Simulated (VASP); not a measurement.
# Ta (Im-3m) in VASP: a series of runs

Ta is run at these levels: PBE; tasks: single point, relaxation of cell and atoms.

Program: VASP 6.6.1. These are calculated values, not measurements. Logs are shortened: lines on timing, memory, paths and dates and some standing lists are left out, and cuts for length are marked.

## Step 1: The cell of the first run

The structure is cubic, space group Im-3m (No. 229). Conventional cell: a = 3.319 Å, b = 3.319 Å, c = 3.319 Å, α = 90.00°, β = 90.00°, γ = 90.00°. Ta (site symmetry m-3m) has 14 Ta at 2.87 to 3.32 Å within 3.8 Å.

## Step 2: Single point, PBE

Input file INCAR:

```
  PREC = Accurate
  ENCUT = 520
  EDIFF = 1E-7
  ISMEAR = 0
  SIGMA = 0.1
  LREAL = F
  LASPH = T
  NELM = 60
  ALGO = Normal
  ISIF = 2
  LWAVE = F
  LCHARG = F
  GGA = PE
  NBANDS = 12
```

Input file KPOINTS:

```
regular mesh
0
Gamma
  18 18 18
```

Input file POSCAR:

```
Ta
1.0
   -1.6595270125      1.6595270125      1.6595270125
    1.6595270125     -1.6595270125      1.6595270125
    1.6595270125      1.6595270125     -1.6595270125
Ta
1
Direct
    0.0000000000      0.0000000000      0.0000000000
```

Potentials or basis: VASP PAW PBE potentials, release 64 (Ta_pv).

Started as:

```
> cat potpaw_PBE.64/Ta_pv/POTCAR > POTCAR
> mpirun -np 1 vasp_std > vasp.out
```

OUTCAR:

```text
PREC = Accurate
   ENCUT = 520
   EDIFF = 1E-7
   ISMEAR = 0
   LREAL = F
   LASPH = T
   NELM = 60
   ISIF = 2
   GGA = PE

 ion  position               nearest neighbor table
   1  0.000  0.000  0.000-

  LATTYP: Found a body centered cubic cell.
 ALAT       =     3.3190540250

  Lattice vectors:

 A1 = (  -1.6595270125,   1.6595270125,   1.6595270125)
 A2 = (   1.6595270125,  -1.6595270125,   1.6595270125)
 A3 = (   1.6595270125,   1.6595270125,  -1.6595270125)

Analysis of symmetry for initial positions (statically):
=====================================================================
 Subroutine PRICEL returns:
 Original cell was already a primitive cell.

 Routine SETGRP: Setting up the symmetry group for a
 body centered cubic supercell.

 Subroutine GETGRP returns: Found 48 space group operations
 (whereof 48 operations were pure point group operations)
 out of a pool of 48 trial point group operations.

The static configuration has the point symmetry O_h .

Analysis of symmetry for dynamics (positions and initial velocities):
=====================================================================
 Subroutine PRICEL returns:
 Original cell was already a primitive cell.

 Routine SETGRP: Setting up the symmetry group for a
 body centered cubic supercell.

 Subroutine GETGRP returns: Found 48 space group operations
 (whereof 48 operations were pure point group operations)
 out of a pool of 48 trial point group operations.

The dynamic configuration has the point symmetry O_h .

 Subroutine INISYM returns: Found 48 space group operations
 (whereof 48 operations are pure point group operations),
 and found     1 'primitive' translations

----------------------------------------------------------------------------------------

                                     Primitive cell

  volume of cell :      18.2815

  direct lattice vectors                    reciprocal lattice vectors
    -1.659527012  1.659527012  1.659527012     0.000000000  0.301290667  0.301290667
     1.659527012 -1.659527012  1.659527012     0.301290667  0.000000000  0.301290667
     1.659527012  1.659527012 -1.659527012     0.301290667  0.301290667  0.000000000

  length of vectors
     2.874385102  2.874385102  2.874385102     0.426089347  0.426089347  0.426089347

  position of ions in fractional coordinates (direct lattice)
     0.000000000  0.000000000  0.000000000

  ion indices of the primitive-cell ions
   primitive index   ion index
                 1           1

----------------------------------------------------------------------------------------

 KPOINTS: regular mesh

Automatic generation of k-mesh.
 Grid dimensions read from file:
 generate k-points for:   18   18   18

 Generating k-lattice:

  Cartesian coordinates                     Fractional coordinates (reciprocal lattice)
     0.000000000  0.016738370  0.016738370     0.055555556  0.000000000  0.000000000
     0.016738370  0.000000000  0.016738370     0.000000000  0.055555556  0.000000000
     0.016738370  0.016738370  0.000000000     0.000000000  0.000000000  0.055555556

  Length of vectors
     0.023671630  0.023671630  0.023671630

  Shift w.r.t. Gamma in fractional coordinates (k-lattice)
     0.000000000  0.000000000  0.000000000

 Subroutine IBZKPT returns following result:
 ===========================================

 Found    195 irreducible k-points:

 Following reciprocal coordinates:
            Coordinates               Weight
  0.000000  0.000000  0.000000      1.000000
  0.055556  0.000000  0.000000     12.000000
  0.111111  0.000000  0.000000     12.000000
  0.166667  0.000000  0.000000     12.000000
  0.222222  0.000000  0.000000     12.000000
  0.277778  0.000000  0.000000     12.000000
[... 16 lines left out ...]
  0.333333  0.111111 -0.000000     48.000000
  0.388889  0.111111  0.000000     48.000000
 [... further k-points ...]
   k-points           NKPTS =    195   k-points in BZ     NKDIM =    195   number of bands    NBANDS=     12
   number of dos      NEDOS =    301   number of ions     NIONS =      1
   total plane-waves  NPLWV =  13824
   dimension x,y,z NGX =    24 NGY =   24 NGZ =   24
   dimension x,y,z NGXF=    48 NGYF=   48 NGZF=   48
   ions per type =               1
   NGX,Y,Z   is equivalent  to a cutoff of  13.88, 13.88, 13.88 a.u.
   NGXF,Y,Z  is equivalent  to a cutoff of  27.76, 27.76, 27.76 a.u.
 SYSTEM =  unknown system
   PREC   = accura    normal or accurate (medium, high low for compatibility)
   ISTART =      0    job   : 0-new  1-cont  2-samecut
   ICHARG =      2    charge: 1-file 2-atom 10-const
   ISPIN  =      1    spin polarized calculation?
   LNONCOLLINEAR =      F non collinear calculations
   LSORBIT =      F    spin-orbit coupling
   LASPH  =      T    aspherical Exc in radial PAW
   ENCUT  =  520.0 eV  38.22 Ry    6.18 a.u.   5.34  5.34  5.34*2*pi/ulx,y,z
   NELM   =     60;   NELMIN=  2; NELMDL= -5     # of ELM steps
   EDIFF  = 0.1E-06   stopping-criterion for ELM
   LREAL  =      F    real-space projection
   EDIFFG = 0.1E-05   stopping-criterion for IOM
   NSW    =      0    number of steps for IOM
   IBRION =     -1    ionic relax: 0-MD 1-quasi-New 2-CG
   NFREE  =      0    steps in history (QN), initial steepest desc. (CG)
   ISIF   =      2    stress and relaxation
   ISYM   =      2    0-nonsym 1-usesym 2-fastsym
   POTIM  = 0.5000    time-step for ionic-motion
   TEBEG  =    0.0;   TEEND  =   0.0 temperature during run
   PSTRESS=    0.0 pullay stress
   NELECT =      11.0000    total number of electrons
   NUPDOWN=      -1.0000    fix difference up-down
   EMIN   =  10.00;   EMAX   =-10.00  energy-range for DOS
   EFERMI =   0.00;   METHOD = LEGACY
   ISMEAR =     0;   SIGMA  =   0.10  broadening in eV -4-tet -1-fermi 0-gaus
   EFERMI_NEDOS =   21; number of points for ismear=-14 and -15
   IALGO  =     38    algorithm
   IMIX   =      4    mixing-type and parameters
     AMIX     =   0.40;   BMIX     =  1.00
     AMIX_MAG =   1.60;   BMIX_MAG =  1.00
  volume/ion in A,a.u.               =      18.28       123.37
  Fermi-wavevector in a.u.,A,eV,Ry     =   1.382085  2.611762 25.989288  1.910159
  Thomas-Fermi vector in A             =   2.506809
   LORBIT       =      0    0 simple, 1 ext, 2 COOP (PROOUT), +10 PAW based schemes
   GGA     = PE    functional components
   LHFCALC =     F    Hartree Fock is set to
   AEXX    =    0.0000 exact exchange contribution
   IVDW    =     0    specifies the selected vdW correction
   LEPSILON=     F    determine dielectric tensor
   LRPA    =     F    only Hartree local field effects (RPA)
 non-spin polarized calculation
 Gauss-broadening in eV      SIGMA  =   0.10
  energy-cutoff  :      520.00
  volume of cell :       18.28
 maximum number of plane-waves:       531
 NGX is ok and might be reduce to    24

 number of electron      11.0000001 magnetization

 Free energy of the ion-electron system (eV)
  ---------------------------------------------------
  ext. energy  EPLUGINS =         0.00000000
  ---------------------------------------------------
  free energy    TOTEN  =       -11.81632241 eV

  energy without entropy =      -11.81023517  energy(sigma->0) =      -11.81327879

 E-fermi :   5.3764     XC(G=0): -12.5420

 val. band max:        5.3556828647   @ k =   0.1111   0.1111   0.0000
 cond. band min:       5.3784729689   @ k =   0.3333   0.1667   0.0556
 fundamental gap:      0.0227901042
 Fermi energy:         5.3763551760

 k-point     1 :       0.0000    0.0000    0.0000
  band No.  band energies     occupation
      1     -27.7633      2.00000
      2     -27.7633      2.00000
      3     -27.7633      2.00000
      4      -2.4926      2.00000
      5       6.1012      0.00000
      6       6.1012      0.00000
      7       6.1012      0.00000
      8       9.3217      0.00000
      9       9.3217      0.00000
     10      20.0142      0.00000
     11      20.3068      0.00000
     12      20.3068      0.00000

 k-point     2 :       0.0556    0.0000    0.0000
  band No.  band energies     occupation
      1     -27.7999      2.00000
      2     -27.7746      2.00000
      3     -27.7634      2.00000
      4      -2.3567      2.00000
      5       6.0127      0.00000
      6       6.0764      0.00000
      7       6.2340      0.00000
      8       9.1764      0.00000
      9       9.3220      0.00000
     10      20.0143      0.00000
     11      20.4296      0.00000
     12      20.5455      0.00000

 k-point     3 :       0.1111    0.0000    0.0000
  band No.  band energies     occupation
      1     -27.9042      2.00000
      2     -27.8070      2.00000
      3     -27.7640      2.00000
      4      -1.9626      2.00000
      5       5.7684      0.00000
      6       5.9711      0.00000
      7       6.6280      0.00000
      8       8.8708      0.00000
      9       9.3300      0.00000
     10      20.0139      0.00000
     11      20.7370      0.00000
     12      21.2381      0.00000
[... 286 lines left out ...]
 k-point    23 :       0.3333    0.1111   -0.0000
  band No.  band energies     occupation
      1     -28.7351      2.00000
      2     -28.1176      2.00000
      3     -27.8175      2.00000
      4       1.3592      2.00000
      5       4.1159      2.00000
      6       5.4162      0.57264
      7       9.0028      0.00000
      8      10.1535      0.00000
      9      12.1392      0.00000
     10      17.6277      0.00000
     11      18.9825      0.00000
     12      20.0244      0.00000

 k-point    24 :       0.3889    0.1111    0.0000
  band No.  band energies     occupation
      1     -28.8113      2.00000
      2     -28.1554      2.00000
      3     -27.8188      2.00000
      4       1.4386      2.00000
      5       3.9842      2.00000
      6       5.9824      0.00000
      7       9.0677      0.00000
      8      10.3346      0.00000
      9      13.1203      0.00000
     10      16.6472      0.00000
     11      18.2616      0.00000
     12      20.0215      0.00000

 [... further k-points ...]

------------------------ aborting loop because EDIFF is reached ----------------------------------------

  FORCE on cell =-STRESS in cart. coord.  units (eV):
  Direction    XX          YY          ZZ          XY          YZ          ZX
  --------------------------------------------------------------------------------------
  -------------------------------------------------------------------------------------
  Total        0.0056638      0.0056638      0.0056638      0.0000000      0.0000000     -0.0000000
  in kB        0.4963720      0.4963720      0.4963720      0.0000000      0.0000000     -0.0000000
  external PRESSURE =       0.4963720 kB  Pullay stress =       0.0000000 kB

 VOLUME and BASIS-vectors are now :
 -----------------------------------------------------------------------------
  energy-cutoff  :      520.00
  volume of cell :       18.28
      direct lattice vectors                 reciprocal lattice vectors
    -1.659527012  1.659527012  1.659527012     0.000000000  0.301290667  0.301290667
     1.659527012 -1.659527012  1.659527012     0.301290667  0.000000000  0.301290667
     1.659527012  1.659527012 -1.659527012     0.301290667  0.301290667  0.000000000

 POSITION                                       TOTAL-FORCE (eV/Angst)
 -----------------------------------------------------------------------------------
      0.00000      0.00000      0.00000         0.000000      0.000000      0.000000
 -----------------------------------------------------------------------------------
    total drift:                                0.000000      0.000000     -0.000000

  FREE ENERGIE OF THE ION-ELECTRON SYSTEM (eV)
  ---------------------------------------------------
  free  energy   TOTEN  =       -11.8163224125 eV

  energy  without entropy=      -11.8102351713  energy(sigma->0) =      -11.81327879
```

It took 36 s on 1 thread of Intel Xeon 8259CL, shared host; peak memory 0.17 GiB.

What came out:

```yaml
Free_energy: -11.8163 eV
Pressure: 0.0 GPa
Band_gap_on_the_k_mesh: zero (an odd number of electrons rules out a gap without spin polarisation)
```

Caveat: spin-orbit coupling is left out, which moves the levels of the heavy elements.

## Step 3: Relaxation of cell and atoms, PBE

This run uses another cell than the first one, of 18.13 Å³/atom.

Input file INCAR:

```
SYSTEM = Ta
PREC = Accurate
ENCUT = 600
EDIFF = 1E-6
ISMEAR = 0
SIGMA = 0.1
LREAL = .False.
LASPH = .True.
NELM = 60
ALGO = Normal
ISIF = 3
LWAVE = .False.
LCHARG = .False.
GGA = PE
IBRION = 2
NSW = 100
EDIFFG = -0.005
```

Input file KPOINTS:

```
Automatic mesh
0
Gamma
  18 18 18
  0 0 0
```

Input file POSCAR:

```
Ta
1.0
   -1.6549986157      1.6549986157      1.6549986157
    1.6549986157     -1.6549986157      1.6549986157
    1.6549986157      1.6549986157     -1.6549986157
Ta
1
Direct
    0.0000000000      0.0000000000      0.0000000000
```

Potentials or basis: VASP PAW PBE potentials, release 64 (Ta_pv).

Started as:

```
> cat potpaw_PBE.64/Ta_pv/POTCAR > POTCAR
> mpirun -np 1 vasp_std > vasp.out
```

It took 65 s on 1 thread of Intel Xeon 8259CL, shared host; peak memory 0.18 GiB.

The run converged. Its results:

| Item | Value |
| --- | --- |
| Free energy | -11.8166 eV |
| Relaxed volume | 18.29 Å³/atom |
| Relaxed cell | a = 2.875 Å, b = 2.875 Å, c = 2.875 Å, α = 109.47°, β = 109.47°, γ = 109.47° |
| Space group after relaxing (to 0.1 Å) | Im-3m (No. 229) |
| Energy gained by relaxing | 0.8 meV/atom |
| Ionic steps | 3 |
| Pressure after relaxing | 0.0 GPa |
| Band gap on the k mesh | zero (an odd number of electrons rules out a gap without spin polarisation) |

Step by step:
```csv
step,energy change (eV),largest force (eV/Å),pressure (GPa),volume (Å³)
1,0.0000,0.0000,1.70,18.13
2,0.0033,0.0000,-3.62,18.64
3,-0.0008,0.0000,0.00,18.29
```

Final structure:
```yaml
crystal:
  lattice:
    - [-1.65975, 1.65975, 1.65975]
    - [1.65975, -1.65975, 1.65975]
    - [1.65975, 1.65975, -1.65975]
  atoms:
    - { symbol: Ta, position: [0.00000, 0.00000, 0.00000] }
```

Levels at points of the mesh, in eV from the Fermi level:
| k point | band 3 | band 4 | band 5 | band 6 | band 7 | band 8 |
| --- | --- | --- | --- | --- | --- | --- |
| (0.00, 0.00, 0.00) | -33.14 | -7.87 | 0.73 | 0.73 | 0.73 | 3.94 |
| (0.50, 0.00, 0.00) | -33.15 | -4.32 | -1.51 | 1.51 | 3.82 | 4.83 |
| (0.50, 0.50, 0.50) | -33.92 | -3.72 | -3.72 | 6.70 | 6.70 | 6.70 |

Caveat: spin-orbit coupling is left out, which moves the levels of the heavy elements.

## Step 4: Single point, PBE

This run uses another cell than the first one, of the same volume but with other edges.

Input file INCAR:

```
SYSTEM = Ta
ALGO = Fast
EDIFF = 1E-6
ENCUT = 520
GGA = PE
ISIF = 2
ISMEAR = 0
ISYM = 0
LASPH = .True.
LCHARG = .False.
LREAL = .False.
LWAVE = .False.
NBANDS = 12
NELM = 100
PREC = Accurate
SIGMA = 0.1
```

Input file KPOINTS:

```
k-points
0
Gamma
  8 5 60
  0 0 0
```

Input file POSCAR:

```
Ta
1.0
    4.6938512163      0.0000000000      0.0000000000
   -2.3469256082      7.0407768245      0.0000000000
    2.3469256082     -1.5646170721      0.5531756708
Ta
1
Direct
    0.0000000000      0.0000000000      0.0000000000
```

Started as:

```
> cat potpaw_PBE.64/Ta_pv/POTCAR > POTCAR
> mpirun -np 1 vasp_std > vasp.out
```

It took 15 min on 1 thread of Intel Xeon 8259CL, shared host; peak memory 0.46 GiB.

It converged, with:

| Property | Result |
| --- | --- |
| Free energy | -11.8178 eV |
| Pressure | 0.1 GPa |
| Band gap on the k mesh | zero (an odd number of electrons rules out a gap without spin polarisation) |

Levels at points of the mesh, in eV from the Fermi level:
```
           k point  band 3  band 4  band 5  band 6  band 7  band 8  band 9  band 10
(0.00, 0.00, 0.00)  -33.12   -7.85    0.74    0.74    0.74    3.96    3.96    14.94
(0.50, 0.00, 0.00)  -33.13   -4.31   -1.49    1.52    3.83    4.84    7.66    11.49
(0.00, 0.00, 0.50)  -33.91   -3.71   -3.71    6.72    6.72    6.72    8.52     8.53
(0.50, 0.00, 0.50)  -33.13   -4.31   -1.49    1.52    3.83    4.84    7.66    11.49
```

Caveat: spin-orbit coupling is left out, which moves the levels of the heavy elements.

## Step 5: Summary

```csv
task,cell,k mesh,cutoff (eV),gap on the mesh (eV),pressure (GPa)
single point,"a = 2.874 Å, angles 109.5°, 1 atom",18 × 18 × 18,520,none,0.0
relaxation of cell and atoms,"relaxed from a = 2.867 Å, angles 109.5°, 1 atom",18 × 18 × 18,600,none,0.0
single point,"a = 4.694, b = 7.422, c = 2.874 Å, angles 140.8, 35.3, 108.4°, 1 atom",8 × 5 × 60,520,none,0.1
```

Alike in all rows: level PBE; potentials or basis VASP PAW PBE potentials, release 64 (Ta_pv); no spin polarisation; smearing gaussian 0.1 eV.

Caveats: spin-orbit coupling is left out, which moves the levels of the heavy elements.

Absolute energies hang on the potentials; compare differences alone.
